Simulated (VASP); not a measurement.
# LaSc2F (I4/mmm) in VASP: single point with PBE

Aim: the single point of LaSc2F with PBE.

Program: VASP 6.6.1. These are calculated values, not measurements. Logs are shortened: lines on timing, memory, paths and dates and some standing lists are left out, and cuts for length are marked.

**1. The cell of the first run**

The structure is tetragonal, space group I4/mmm (No. 139). The conventional cell has a = 3.844 Å, b = 3.844 Å, c = 12.077 Å, α = 90.00°, β = 90.00°, γ = 90.00°. Within 3.9 Å of La (site symmetry 4/mmm) lie 4 F at 2.72 Å and 10 Sc at 3.56 to 3.74 Å and 4 La at 3.84 Å. Within 3.1 Å of Sc (site symmetry 4mm) lie 1 F at 2.30 Å and 4 Sc at 3.08 Å. Within 3.0 Å of F (site symmetry 4/mmm) lie 2 Sc at 2.30 Å and 4 La at 2.72 Å.

The cell was built from a structure type or drawn by symmetry, and may not be a known phase.

**2. Single point, PBE**

File INCAR:

```
  ALGO = Normal
  EDIFF = 1E-7
  ENCUT = 520
  GGA = PE
  ISIF = 2
  ISMEAR = 0
  LASPH = True
  LCHARG = False
  LREAL = False
  LWAVE = False
  NBANDS = 28
  NELM = 100
  PREC = Accurate
  SIGMA = 0.1
```

File KPOINTS:

```
k-points
0
Gamma
  16 16 16
```

File POSCAR:

```
LaSc2F
1.0
   -1.9221083683      1.9221083683      6.0386043649
    1.9221083683     -1.9221083683      6.0386043649
    1.9221083683      1.9221083683     -6.0386043649
La Sc F
1 2 1
Direct
    0.0000000000      0.0000000000      0.0000000000
    0.6900811115      0.6900811115      0.0000000000
    0.3099188885      0.3099188885      0.0000000000
    0.5000000000      0.5000000000      0.0000000000
```

Potentials or basis: VASP PAW PBE potentials, release 64 (La, Sc_sv, F).

The run is started by

```console
cat potpaw_PBE.64/La/POTCAR potpaw_PBE.64/Sc_sv/POTCAR potpaw_PBE.64/F/POTCAR > POTCAR
mpirun -np 1 vasp_std > vasp.out
```

OUTCAR:

```text
EDIFF = 1E-7
   ENCUT = 520
   GGA = PE
   ISIF = 2
   ISMEAR = 0
   LASPH = True
   LREAL = False
   NELM = 100
   PREC = Accurate

 ion  position               nearest neighbor table
   1  0.000  0.000  0.000-   4 2.72   4 2.72   4 2.72   4 2.72
   2  0.690  0.690  0.000-   4 2.30   3 3.08   3 3.08   3 3.08   3 3.08
   3  0.310  0.310  0.000-   4 2.30   2 3.08   2 3.08   2 3.08   2 3.08
   4  0.500  0.500  0.000-   2 2.30   3 2.30   1 2.72   1 2.72   1 2.72   1 2.72

  LATTYP: Found a body centered tetragonal cell.
 ALAT       =     3.8442167366
 C/A-ratio  =     3.1416565603

  Lattice vectors:

 A1 = (  -1.9221083683,   1.9221083683,   6.0386043649)
 A2 = (   1.9221083683,  -1.9221083683,   6.0386043649)
 A3 = (   1.9221083683,   1.9221083683,  -6.0386043649)

Analysis of symmetry for initial positions (statically):
=====================================================================
 Subroutine PRICEL returns:
 Original cell was already a primitive cell.

 Routine SETGRP: Setting up the symmetry group for a
 body centered tetragonal supercell.

 Subroutine GETGRP returns: Found 16 space group operations
 (whereof 16 operations were pure point group operations)
 out of a pool of 16 trial point group operations.

The static configuration has the point symmetry D_4h.

Analysis of symmetry for dynamics (positions and initial velocities):
=====================================================================
 Subroutine PRICEL returns:
 Original cell was already a primitive cell.

 Routine SETGRP: Setting up the symmetry group for a
 body centered tetragonal supercell.

 Subroutine GETGRP returns: Found 16 space group operations
 (whereof 16 operations were pure point group operations)
 out of a pool of 16 trial point group operations.

The dynamic configuration has the point symmetry D_4h.

 Subroutine INISYM returns: Found 16 space group operations
 (whereof 16 operations are pure point group operations),
 and found     1 'primitive' translations

----------------------------------------------------------------------------------------

                                     Primitive cell

  volume of cell :      89.2385

  direct lattice vectors                    reciprocal lattice vectors
[... 88 lines left out ...]
   LASPH  =      T    aspherical Exc in radial PAW
   ENCUT  =  520.0 eV  38.22 Ry    6.18 a.u.  12.31 12.31 12.31*2*pi/ulx,y,z
   NELM   =    100;   NELMIN=  2; NELMDL= -5     # of ELM steps
   EDIFF  = 0.1E-06   stopping-criterion for ELM
   LREAL  =      F    real-space projection
   EDIFFG = 0.1E-05   stopping-criterion for IOM
   NSW    =      0    number of steps for IOM
   IBRION =     -1    ionic relax: 0-MD 1-quasi-New 2-CG
   NFREE  =      0    steps in history (QN), initial steepest desc. (CG)
   ISIF   =      2    stress and relaxation
   ISYM   =      2    0-nonsym 1-usesym 2-fastsym
   POTIM  = 0.5000    time-step for ionic-motion
   TEBEG  =    0.0;   TEEND  =   0.0 temperature during run
   PSTRESS=    0.0 pullay stress
   NELECT =      40.0000    total number of electrons
   NUPDOWN=      -1.0000    fix difference up-down
   EMIN   =  10.00;   EMAX   =-10.00  energy-range for DOS
   EFERMI =   0.00;   METHOD = LEGACY
   ISMEAR =     0;   SIGMA  =   0.10  broadening in eV -4-tet -1-fermi 0-gaus
   EFERMI_NEDOS =   21; number of points for ismear=-14 and -15
   IALGO  =     38    algorithm
   IMIX   =      4    mixing-type and parameters
     AMIX     =   0.40;   BMIX     =  1.00
     AMIX_MAG =   1.60;   BMIX_MAG =  1.00
  volume/ion in A,a.u.               =      22.31       150.55
  Fermi-wavevector in a.u.,A,eV,Ry     =   1.252884  2.367607 21.357301  1.569717
  Thomas-Fermi vector in A             =   2.386763
   LORBIT       =      0    0 simple, 1 ext, 2 COOP (PROOUT), +10 PAW based schemes
   GGA     = PE    functional components
   LHFCALC =     F    Hartree Fock is set to
   AEXX    =    0.0000 exact exchange contribution
   IVDW    =     0    specifies the selected vdW correction
   LEPSILON=     F    determine dielectric tensor
   LRPA    =     F    only Hartree local field effects (RPA)
 non-spin polarized calculation
 Gauss-broadening in eV      SIGMA  =   0.10
  energy-cutoff  :      520.00
  volume of cell :       89.24
 maximum number of plane-waves:      2422
 NGX is ok and might be reduce to    50
   NGX = 25   NGY = 25   NGZ = 25

 number of electron      39.9999995 magnetization

 Free energy of the ion-electron system (eV)
  ---------------------------------------------------
  ext. energy  EPLUGINS =         0.00000000
  ---------------------------------------------------
  free energy    TOTEN  =       -23.93054964 eV

  energy without entropy =      -23.90287321  energy(sigma->0) =      -23.91671143

 E-fermi :   6.2782     XC(G=0): -10.0627

 val. band max:        6.2779872297   @ k =   0.3750   0.2500   0.0000
 cond. band min:       6.2792922329   @ k =  -0.3125  -0.3750   0.2500
 fundamental gap:      0.0013050032
 Fermi energy:         6.2782453607

 k-point     1 :       0.0000    0.0000    0.0000
  band No.  band energies     occupation
      1     -43.5934      2.00000
      2     -43.5164      2.00000
      3     -26.8878      2.00000
      4     -22.4820      2.00000
      5     -22.2512      2.00000
      6     -22.2374      2.00000
[... 733 lines left out ...]
     27       7.8704      0.00000
     28       8.0227      0.00000

 [... further k-points ...]

------------------------ aborting loop because EDIFF is reached ----------------------------------------

  FORCE on cell =-STRESS in cart. coord.  units (eV):
  Direction    XX          YY          ZZ          XY          YZ          ZX
  --------------------------------------------------------------------------------------
  -------------------------------------------------------------------------------------
  Total       -0.0525914     -0.0525914      0.0821246      0.0000000     -0.0000000     -0.0000000
  in kB       -0.9442201     -0.9442201      1.4744545      0.0000000     -0.0000000     -0.0000000
  external PRESSURE =      -0.1379953 kB  Pullay stress =       0.0000000 kB

 VOLUME and BASIS-vectors are now :
 -----------------------------------------------------------------------------
  energy-cutoff  :      520.00
  volume of cell :       89.24
      direct lattice vectors                 reciprocal lattice vectors
    -1.922108368  1.922108368  6.038604365     0.000000000  0.260131015  0.082800589
     1.922108368 -1.922108368  6.038604365     0.260131015  0.000000000  0.082800589
     1.922108368  1.922108368 -6.038604365     0.260131015  0.260131015  0.000000000

 POSITION                                       TOTAL-FORCE (eV/Angst)
 -----------------------------------------------------------------------------------
      0.00000      0.00000      0.00000        -0.000000     -0.000000      0.000000
      0.00000      0.00000      8.33425         0.000000      0.000000      0.022552
      0.00000      0.00000      3.74296        -0.000000     -0.000000     -0.022552
      0.00000      0.00000      6.03860        -0.000000     -0.000000      0.000000
 -----------------------------------------------------------------------------------
    total drift:                               -0.000000     -0.000000      0.000000

  FREE ENERGIE OF THE ION-ELECTRON SYSTEM (eV)
  ---------------------------------------------------
  free  energy   TOTEN  =       -23.9305496365 eV

  energy  without entropy=      -23.9028732138  energy(sigma->0) =      -23.91671143
```

OSZICAR:

```text
N       E                     dE             d eps       ncg     rms          rms(c)
DAV:   1     0.656866712407E+03    0.65687E+03   -0.16934E+04 19992   0.194E+03
DAV:   2     0.850584497299E+02   -0.57181E+03   -0.55294E+03 26192   0.554E+02
DAV:   3    -0.165696223960E+02   -0.10163E+03   -0.99143E+02 33632   0.269E+02
DAV:   4    -0.261780323666E+02   -0.96084E+01   -0.92334E+01 34592   0.655E+01
DAV:   5    -0.267927498187E+02   -0.61472E+00   -0.60375E+00 33268   0.158E+01    0.962E+00
DAV:   6    -0.246168166733E+02    0.21759E+01   -0.26409E+01 31784   0.326E+01    0.400E+00
DAV:   7    -0.240426168712E+02    0.57420E+00   -0.50300E+00 36076   0.143E+01    0.271E+00
DAV:   8    -0.239417975937E+02    0.10082E+00   -0.11349E+00 30824   0.654E+00    0.861E-01
DAV:   9    -0.239314215074E+02    0.10376E-01   -0.18025E-01 34744   0.338E+00    0.550E-01
DAV:  10    -0.239304913733E+02    0.93013E-03   -0.21682E-02 30292   0.125E+00    0.123E-01
DAV:  11    -0.239305464898E+02   -0.55117E-04   -0.23662E-03 37340   0.453E-01    0.493E-02
DAV:  12    -0.239305625488E+02   -0.16059E-04   -0.38442E-04 35712   0.185E-01    0.219E-02
DAV:  13    -0.239305517322E+02    0.10817E-04   -0.48333E-05 34032   0.538E-02    0.101E-02
DAV:  14    -0.239305500054E+02    0.17269E-05   -0.21406E-05 35144   0.348E-02    0.437E-03
DAV:  15    -0.239305497106E+02    0.29473E-06   -0.28605E-06 30944   0.136E-02    0.591E-04
DAV:  16    -0.239305496365E+02    0.74150E-07   -0.11046E-07 22536   0.415E-03
   1 F= -.23930550E+02 E0= -.23916711E+02  d E =-.276764E-01
```

stdout:

```text
POSCAR found type information on POSCAR LaScF
 POSCAR found :  3 types and       4 ions
 scaLAPACK will be used
 LDA part: xc-table for (Slater+PW92), standard interpolation
 POSCAR, INCAR and KPOINTS ok, starting setup
 FFT: planning ... GRIDC
 FFT: planning ... GRID_SOFT
 FFT: planning ... GRID
 WAVECAR not read
 entering main loop
```

It took 67 min on 1 thread of Intel Xeon 8259CL, shared host; peak memory 1.1 GiB.

What came out:

* Free energy: -23.9305 eV
* Pressure: 0.0 GPa
* Largest force: 0.023 eV/Å
* Band gap on the k mesh: zero (bands 20 and 21 overlap by 0.63 eV)

Forces in eV/Å, atoms in the order of the input:
```
La   0.000  0.000  0.000
Sc   0.000  0.000  0.023
Sc   0.000  0.000 -0.023
F    0.000  0.000  0.000
```

Levels at points of the mesh, in eV from the Fermi level:
```
           k point  band 16  band 17  band 18  band 19  band 20  band 21  band 22  band 23  band 24  band 25
(0.00, 0.00, 0.00)    -7.99    -4.28    -1.19    -0.93    -0.64     0.63     1.02     1.18     1.18     1.51
(0.50, 0.00, 0.00)    -8.59    -2.13    -1.58    -1.00     0.16     0.24     0.42     1.01     1.30     1.44
(0.50, 0.50, 0.00)    -7.83    -1.29    -1.29    -0.96    -0.34     0.09     0.21     0.64     1.28     1.32
(0.50, 0.50, 0.50)    -7.99    -3.33    -2.07    -1.77     0.30     0.37     0.82     0.82     1.02     1.07
```

Caveat: spin-orbit coupling is left out, which moves the levels of the heavy elements.
